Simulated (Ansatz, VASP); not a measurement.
# Two plane-wave programs on Ni

```xyz
3
Lattice="1.2393 0.7155 6.1361 -1.2393 0.7155 6.1361 0.0000 -1.4310 6.1361" Properties=species:S:1:pos:R:3 pbc="T T T"
Ni    0.0000    0.0000    0.0000
Ni    0.0000    0.0000    4.0963
Ni    0.0000    0.0000   14.3121
```

Alike in both runs: functional PBE; k mesh 9 × 9 × 9; occupations gaussian, width 0.1 eV; collinear spin.

Ansatz relaxed the structure, and its values are those at the end. VASP's run is a single point on that final structure, the one shown.

|  | VASP | Ansatz |
| --- | --- | --- |
| version | VASP 6.6.1 | Ansatz 0.2.0 |
| potentials or method | VASP PAW PBE potentials, release 64 (Ni), cutoff 520 eV | scalar-relativistic, plane waves, PAW |
| valence electrons in the cell | 30 | 54 |

VASP gave:

| Property | Result |
| --- | --- |
| gap on the k mesh at the Fermi level (eV) | none |
| pressure (GPa) | 0.0 |
| rms of the force components (eV/Å) | 0.003 |
| net moment per atom (μB) | 0.55 |
| size of the moment on the site where the two differ most (μB) | 0.57 |

Question: Which values does Ansatz return?

Answer: gap on the k mesh at the Fermi level (eV): none; pressure (GPa): 0.1; rms of the force components (eV/Å): 0.000; net moment per atom (μB): 0.56; size of the moment on the site where the two differ most (μB): 0.60.

Site moments also hang on the region over which each program counts them. A gap of «none» marks a metal or a gap that the smearing closes. With one functional, cell and mesh, what is left measures potentials, basis and numerics. VASP's potentials hold 30 valence electrons a cell and Ansatz's 54, so a difference there can come from the potentials and not from the codes.
